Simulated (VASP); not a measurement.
FeNi3, 4 atoms in the cell. The structure is cubic, space group Pm-3m (No. 221). The conventional cell has a = 3.540 Å, b = 3.540 Å, c = 3.540 Å, α = 90.00°, β = 90.00°, γ = 90.00°. Within 3.3 Å of Fe (site symmetry m-3m) lie 12 Ni at 2.50 Å. Ni (site symmetry 4/mmm) has 4 Fe at 2.50 Å and 8 Ni at 2.50 Å within 3.3 Å. 

- Program: VASP 6.6.1
- Task: single point
- Functional: PBE
- Potentials or basis: VASP PAW PBE potentials, release 64 (Fe, Ni)
- Cutoff: 520 eV
- k mesh: 6 × 6 × 6
- Occupations: gaussian, width 0.05 eV
- Spin: collinear spin, ferromagnetic start
- Starting moments: [3.21, 0.77, 0.77, 0.77] μB
- Dipole correction: no
- Further INCAR settings: ALGO = Fast; EDIFF = 1e-06; NBANDS = 31

Potentials or basis: VASP PAW PBE potentials, release 64 (Fe, Ni).

Command:

```bash
$ cat potpaw_PBE.64/Fe/POTCAR potpaw_PBE.64/Ni/POTCAR > POTCAR
$ mpirun -np 1 vasp_std > vasp.out
```

Hardware: 1 thread of Intel(R) Xeon(R) 6975P-C (Granite Rapids), on a shared host.

Q: How long does it take, and how much memory?

A: It took 32 s on 1 thread of Intel(R) Xeon(R) 6975P-C (Granite Rapids), on a shared host, peak memory 0.19 GiB. Counts: scf iterations 16, k points 20.
